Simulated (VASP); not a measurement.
Runs of VASP 6.6.1 on ZnSe. The structure is cubic, space group F-43m (No. 216). The conventional cell has a = 5.665 Å, b = 5.665 Å, c = 5.665 Å, α = 90.00°, β = 90.00°, γ = 90.00°. Zn (site symmetry -43m) has 4 Se at 2.45 Å within 3.2 Å. Within 3.2 Å of Se (site symmetry -43m) lie 4 Zn at 2.45 Å. 

```tsv
task	level	potentials or basis	k mesh	cutoff (eV)	grid for exact exchange (PRECFOCK)	screening parameter	GW scheme	GW iterations	cutoff of the response function	gap on the mesh (eV)	pressure (GPa)
single point	LDA	VASP PAW LDA potentials, release 64 (Zn, Se)	4 × 4 × 4	520	-	-	-	-	-	1.05	(b)
single point	PBE	VASP PAW PBE potentials, release 64 (Zn, Se)	6 × 6 × 6	520	-	-	-	-	-	(a)	2.5
single point	HSE06	VASP PAW PBE potentials, release 64 (Zn, Se)	4 × 4 × 4	520	Normal	0.2079 1/Å	-	-	-	2.43	1.5
single point	PBE	VASP PAW PBE potentials, release 64 (Zn, Se)	4 × 4 × 4	520	-	-	-	-	-	1.28	2.8
single point	r2SCAN	VASP PAW PBE potentials, release 64 (Zn, Se)	4 × 4 × 4	520	-	-	-	-	-	1.86	0.4
```

Alike in all rows: no spin polarisation; cell as given; smearing gaussian 0.01 eV.

**Question.** Estimate the missing entries.

**Answer.** (a) 1.29; (b) -2.7.

Caveats: some runs use coarse meshes; the PAW data sets were made with another functional, which shifts forces and pressure a little (some runs).

A k mesh can miss the band edges, and the runs leave out spin-orbit coupling on Se.
